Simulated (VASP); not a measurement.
# Al2O3 (R-3c) in VASP: a series of runs, part 2 of 2

VASP 6.6.1.

## Step 3: Single point, PBE (strain -0.025 along x and y, -0.050 along z)

File INCAR:

```
ALGO = Normal
EDIFF = 1E-6
ENCUT = 520
GGA = PE
ISIF = 2
ISMEAR = 0
LASPH = True
LCHARG = False
LREAL = False
LWAVE = False
NBANDS = 35
NELM = 80
PREC = Accurate
SIGMA = 0.05
```

File KPOINTS:

```
k-points
0
Gamma
  6 6 6
```

File POSCAR:

```
Al2O3
1.0
    2.3442455648      1.3534508078      4.1557586902
   -2.3442455648      1.3534508078      4.1557586902
    0.0000000000     -2.7069016158      4.1557586901
Al O
4 6
Direct
    0.8521479318      0.8521479318      0.8521479318
    0.6478520682      0.6478520682      0.6478520682
    0.1478520682      0.1478520682      0.1478520682
    0.3521479318      0.3521479318      0.3521479318
    0.0561765927      0.4438234073      0.7500000000
    0.7500000000      0.0561765927      0.4438234073
    0.4438234073      0.7500000000      0.0561765927
    0.9438234073      0.5561765927      0.2500000000
    0.2500000000      0.9438234073      0.5561765927
    0.5561765927      0.2500000000      0.9438234073
```

Potentials or basis: VASP PAW PBE potentials, release 64 (Al, O).

Run with:

```console
$ cat potpaw_PBE.64/Al/POTCAR potpaw_PBE.64/O/POTCAR > POTCAR
$ mpirun -np 1 vasp_std > vasp.out
```

OUTCAR:

```text
EDIFF = 1E-6
   ENCUT = 520
   GGA = PE
   ISIF = 2
   ISMEAR = 0
   LASPH = True
   LREAL = False
   NELM = 80
   PREC = Accurate

 ion  position               nearest neighbor table
   1  0.852  0.852  0.852-   8 1.82   9 1.82  10 1.82   6 1.92   7 1.92   5 1.92   2 2.55   3 2.75
                             3 2.75   3 2.75   2 3.15   2 3.15   2 3.15
   2  0.648  0.648  0.648-   8 1.82  10 1.82   9 1.82   7 1.92   6 1.92   5 1.92   1 2.55   4 2.75
                             4 2.75   4 2.75   1 3.15   1 3.15   1 3.15
   3  0.148  0.148  0.148-   5 1.82   6 1.82   7 1.82   9 1.92  10 1.92   8 1.92   4 2.55   1 2.75
                             1 2.75   1 2.75   4 3.15   4 3.15   4 3.15
   4  0.352  0.352  0.352-   5 1.82   7 1.82   6 1.82  10 1.92   9 1.92   8 1.92   3 2.55   2 2.75
                             2 2.75   2 2.75   3 3.15   3 3.15   3 3.15
   5  0.056  0.444  0.750-   3 1.82   4 1.82   1 1.92   2 1.92
   6  0.750  0.056  0.444-   3 1.82   4 1.82   1 1.92   2 1.92
   7  0.444  0.750  0.056-   4 1.82   3 1.82   2 1.92   1 1.92
   8  0.944  0.556  0.250-   1 1.82   2 1.82   3 1.92   4 1.92
   9  0.250  0.944  0.556-   1 1.82   2 1.82   3 1.92   4 1.92
[... 219 lines left out ...]
      6      -9.5443      2.00000
[... 901 lines left out ...]
     34      20.9892      0.00000
     35      21.2600      0.00000

 [... further k-points ...]

------------------------ aborting loop because EDIFF is reached ----------------------------------------

  FORCE on cell =-STRESS in cart. coord.  units (eV):
  Direction    XX          YY          ZZ          XY          YZ          ZX
  --------------------------------------------------------------------------------------
  -------------------------------------------------------------------------------------
  Total       12.5059811     12.5059811     17.2244888      0.0000000      0.0000000      0.0000000
  in kB      253.2685122    253.2685122    348.8267440      0.0000000      0.0000000      0.0000000
  external PRESSURE =     285.1212561 kB  Pullay stress =       0.0000000 kB

 VOLUME and BASIS-vectors are now :
 -----------------------------------------------------------------------------
  energy-cutoff  :      520.00
  volume of cell :       79.11
      direct lattice vectors                 reciprocal lattice vectors
     2.344245565  1.353450808  4.155758690     0.213288235  0.123142020  0.080209983
    -2.344245565  1.353450808  4.155758690    -0.213288235  0.123142020  0.080209983
     0.000000000 -2.706901616  4.155758690     0.000000000 -0.246284040  0.080209983

 POSITION                                       TOTAL-FORCE (eV/Angst)
 -----------------------------------------------------------------------------------
      0.00000     -0.00000     10.62396         0.000000     -0.000000      0.211177
      0.00000     -0.00000      8.07695         0.000000      0.000000     -0.211177
      0.00000     -0.00000      1.84331         0.000000      0.000000     -0.211177
      0.00000     -0.00000      4.39033         0.000000     -0.000000      0.211177
     -0.90874     -1.35345      5.19470         0.081116      0.000000      0.000000
      1.62649     -0.11027      5.19470        -0.040558      0.070249      0.000000
     -0.71775      1.46372      5.19470        -0.040558     -0.070249     -0.000000
      0.90874      1.35345      7.27258        -0.081116      0.000000      0.000000
     -1.62649      0.11027      7.27258         0.040558     -0.070249     -0.000000
      0.71775     -1.46372      7.27258         0.040558      0.070249      0.000000
 -----------------------------------------------------------------------------------
    total drift:                               -0.000000     -0.000000      0.000000

  FREE ENERGIE OF THE ION-ELECTRON SYSTEM (eV)
  ---------------------------------------------------
  free  energy   TOTEN  =       -74.0683922198 eV

  energy  without entropy=      -74.0683922198  energy(sigma->0) =      -74.06839222
```

It took 90 s on 1 thread of Intel Xeon Platinum 8488C (Sapphire Rapids), shared host; peak memory 0.26 GiB.

Results:

* Free energy: -74.0684 eV
* Pressure: 28.5 GPa
* Largest force: 0.211 eV/Å
* Band gap on the k mesh: 6.91 eV

Forces in eV/Å, atoms in the order of the input:
```
Al   0.000  0.000  0.211
Al   0.000  0.000 -0.211
Al   0.000  0.000 -0.211
Al   0.000  0.000  0.211
O    0.081  0.000  0.000
O   -0.041  0.070  0.000
O   -0.041 -0.070  0.000
O   -0.081  0.000  0.000
O    0.041 -0.070  0.000
O    0.041  0.070  0.000
```

Caveat: the cell differs from its parent crystal (strain -0.025 along x and y, -0.050 along z); the cell stands under pressure. A k mesh can miss the band edges.

## Step 4: Single point, PBE (strain -0.050 along x and y, +0.025 along z)

File INCAR:

```
SYSTEM = Al2O3
PREC = Accurate
ENCUT = 520
EDIFF = 1E-6
ISMEAR = 0
SIGMA = 0.05
LREAL = .False.
LASPH = .True.
NELM = 80
ALGO = Normal
ISIF = 2
LWAVE = .False.
LCHARG = .True.
GGA = PE
LELF = .True.
LVHAR = .True.
NBANDS = 35
```

File KPOINTS:

```
Automatic mesh
0
Gamma
  6 6 6
  0 0 0
```

POSCAR, as its differences from that of step 3:

```diff
@@ -2,5 +2,5 @@
 1.0
-    2.3442455648      1.3534508078      4.1557586902
-   -2.3442455648      1.3534508078      4.1557586902
-    0.0000000000     -2.7069016158      4.1557586901
+    2.2841367041      1.3187469409      4.4838449026
+   -2.2841367041      1.3187469409      4.4838449026
+    0.0000000000     -2.6374938821      4.4838449025
 Al O
```

Run with:

```console
$ cat potpaw_PBE.64/Al/POTCAR potpaw_PBE.64/O/POTCAR > POTCAR
$ mpirun -np 1 vasp_std > vasp.out
```

Run time: 93 s. Hardware: 1 thread of Intel Xeon Platinum 8488C (Sapphire Rapids), shared host; peak memory 0.26 GiB.

Results (log left out):

| Item | Value |
| --- | --- |
| Free energy | -73.9212 eV |
| Pressure | 22.5 GPa |
| Largest force | 0.584 eV/Å |
| Band gap on the k mesh | 6.54 eV |

Forces on the atoms (eV/Å):
```
Al   0.000  0.000 -0.584
Al   0.000  0.000  0.584
Al   0.000  0.000  0.584
Al   0.000  0.000 -0.584
O    0.225  0.000  0.000
O   -0.113  0.195  0.000
O   -0.113 -0.195  0.000
O   -0.225  0.000  0.000
O    0.113 -0.195  0.000
O    0.113  0.195  0.000
```

Stress tensor (GPa, compression positive):
```
34.60  0.00  0.00
 0.00 34.60  0.00
 0.00  0.00 -1.69
```

Levels at points of the mesh, in eV from the valence-band top:
| k point | band 21 | band 22 | band 23 | band 24 | band 25 | band 26 | band 27 | band 28 |
| --- | --- | --- | --- | --- | --- | --- | --- | --- |
| (0.00, 0.00, 0.00) | -0.56 | -0.56 | 0.00 | 0.00 | 6.54 | 9.99 | 10.80 | 10.80 |
| (0.50, 0.00, 0.00) | -1.17 | -1.17 | -0.61 | -0.61 | 9.38 | 9.38 | 9.75 | 9.75 |
| (0.50, 0.50, 0.00) | -1.26 | -1.21 | -1.01 | -0.57 | 9.59 | 10.19 | 10.30 | 10.60 |
| (0.50, 0.50, 0.50) | -0.32 | -0.32 | -0.32 | -0.32 | 9.28 | 9.28 | 11.11 | 11.11 |

Caveat: the cell differs from its parent crystal (strain -0.050 along x and y, +0.025 along z); the cell stands under pressure.

## Step 5: The runs side by side

| cell | gap on the mesh (eV) | pressure (GPa) | largest force (eV/Å) |
| --- | --- | --- | --- |
| a = 5.108 Å, angles 53.1°, 10 atoms | 7.03 | 30.1 | 0.49 |
| a = 4.960 Å, angles 56.4°, 10 atoms | 6.91 | 28.5 | 0.21 |
| a = 5.202 Å, angles 52.1°, 10 atoms | 6.54 | 22.5 | 0.58 |

Alike in all rows: task single point; level PBE; potentials or basis VASP PAW PBE potentials, release 64 (Al, O); no spin polarisation; k mesh 6 × 6 × 6; cutoff (eV) 520; smearing gaussian 0.05 eV.

Caveats: the cell stands under pressure.

Absolute energies hang on the potentials; compare differences alone.
